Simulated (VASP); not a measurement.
Crystal: AlCd2O.

```
Al Cd O
1.0
     2.36856   -3.45356    0.00000
     2.36856    3.45356    0.00000
     0.00000    0.00000    4.57777
Al Cd O
1 2 1
Direct
  0.50000 0.50000 0.00000
  0.69506 0.30494 0.50000
  0.30494 0.69506 0.50000
  0.00000 0.00000 0.00000
```

* Program: VASP 6.6.1
* Task: relaxation of cell and atoms
* Functional: PBE
* Potentials or basis: VASP PAW PBE potentials, release 64 (Al, Cd, O)
* Cutoff: 600 eV
* k mesh: 4 × 4 × 4
* Occupations: gaussian, width 0.1 eV
* Spin: no spin polarisation

At the start: pressure 7.8 GPa; volume 18.72 Å³/atom.

Q: Where does the relaxation end?

A: Over 51 steps the energy falls by 847.4 meV/atom and the volume is 22.83 Å³/atom (+21.9 %); space group Cmmm (No. 65, to 0.05 Å).

Step by step:
| step | energy change (eV) | largest force (eV/Å) | pressure (GPa) | volume (Å³) |
| --- | --- | --- | --- | --- |
| 1 | 0.0000 | 0.6462 | 7.76 | 74.89 |
| 3 | -0.2293 | 0.1646 | -0.34 | 84.60 |
| 5 | -0.2459 | 0.1846 | 0.44 | 84.34 |
| 7 | -0.2942 | 0.3739 | -0.42 | 86.98 |
| 9 | -0.3392 | 0.5106 | -1.70 | 90.51 |
| 11 | -0.3661 | 0.6697 | -1.87 | 91.39 |
| 13 | -0.4906 | 1.1256 | -3.58 | 93.78 |
| 15 | -0.5696 | 1.1728 | -4.65 | 94.16 |
| 17 | -0.7176 | 1.1884 | -7.64 | 94.51 |
| 19 | -0.7180 | 1.1923 | -7.77 | 94.63 |
| 21 | -0.7219 | 1.1840 | -9.23 | 94.96 |
| 23 | -0.7391 | 1.1977 | -8.50 | 94.66 |
| 25 | -0.8719 | 1.2747 | -8.44 | 93.24 |
| 27 | -1.3835 | 1.4704 | -8.08 | 87.55 |
| 29 | 0.5015 | 0.1144 | 23.58 | 64.49 |
| 31 | -1.9236 | 1.3056 | -3.78 | 77.68 |
| 33 | -2.1282 | 0.8944 | 3.99 | 73.96 |
| 35 | -2.3143 | 0.0605 | 0.17 | 78.23 |
| 37 | -2.3448 | 0.6021 | -2.22 | 82.43 |
| 39 | -2.5592 | 0.5567 | -1.95 | 84.65 |
| 41 | -3.1096 | 2.1583 | 0.99 | 91.83 |
| 43 | -3.1894 | 1.2964 | -0.34 | 90.81 |
| 45 | -3.3702 | 0.1025 | 1.22 | 89.77 |
| 47 | -3.3872 | 0.0705 | -0.06 | 91.11 |
| 49 | -3.3887 | 0.0535 | 0.02 | 91.12 |
| 51 | -3.3897 | 0.0054 | 0.11 | 91.31 |

Final structure:
```cif
data_structure
_symmetry_space_group_name_H-M 'P 1'
_symmetry_Int_Tables_number 1
_cell_length_a 5.2815
_cell_length_b 5.2815
_cell_length_c 5.3039
_cell_angle_alpha 90.000
_cell_angle_beta 90.000
_cell_angle_gamma 141.891
_cell_volume 91.31
loop_
_atom_site_label
_atom_site_type_symbol
_atom_site_fract_x
_atom_site_fract_y
_atom_site_fract_z
_atom_site_occupancy
Al1 Al 0.50000 0.50000 0.00000 1
Cd1 Cd 0.63854 0.36146 0.50000 1
Cd2 Cd 0.36146 0.63854 0.50000 1
O1 O 0.00000 0.00000 0.00000 1
```

Caveat: the k points lie up to 0.48 Å⁻¹ apart in the final cell; the volume moved by over 15 % at a fixed basis, so the end points are rough; an odd number of electrons without spin polarisation forces a metal; a magnetic or distorted state may lie lower.
